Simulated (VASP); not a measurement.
A run of VASP 6.6.1 is set up as follows.

INCAR

```
ALGO = Fast
DIPOL = 0.5 0.5 0.342
EDIFF = 1E-6
EDIFFG = -0.025
ENCUT = 520
GGA = PE
IBRION = 2
IDIPOL = 3
ISIF = 2
ISMEAR = 0
LASPH = True
LCHARG = False
LDIPOL = True
LREAL = False
LWAVE = False
NELM = 80
NSW = 36
PREC = Accurate
SIGMA = 0.1
```

File KPOINTS:

```
k-points
0
Gamma
  6 6 1
```

File POSCAR:

```
Ta6H
1.0
    4.6937283341      0.0000000000      0.0000000000
   -2.3468641670      4.0648879758      0.0000000000
    0.0000000000      0.0000000000     19.9881921123
Ta H
6 1
Selective dynamics
Direct
    0.6666666667      0.3333333333      0.2001181486  F F F
    0.3333333333      0.6666666667      0.2480516124  F F F
    0.0000000000      0.0000000000      0.2959850763  F F F
    0.6666666667      0.3333333333      0.3401842451  F F F
    0.3333333333      0.6666666667      0.3819724402  F F F
    0.0000000000      0.0000000000      0.4246603227  F F F
    0.1111111111      0.2222222222      0.5048570525  F F T
```

Potentials or basis: VASP PAW PBE potentials, release 64 (Ta_pv, H).

The run is started by

```sh
$ cat potpaw_PBE.64/Ta_pv/POTCAR potpaw_PBE.64/H/POTCAR > POTCAR
$ mpirun -np 1 vasp_std > vasp.out
```

Task: What does it give for the energy gained by relaxing?

Result: 0.0 meV/atom.

Task: Predict the band gap on the k mesh.

Result: Zero (an odd number of electrons rules out a gap without spin polarisation).

Step by step:
```
step  energy change (eV)  largest force on free atoms (eV/Å)  pressure (GPa)
   1              0.0000                              0.0670           -1.38
   2             -0.0002                              0.0431           -1.38
   3             -0.0003                              0.0005           -1.36
```

Caveat: spin-orbit coupling is left out, which moves the levels of the heavy elements.
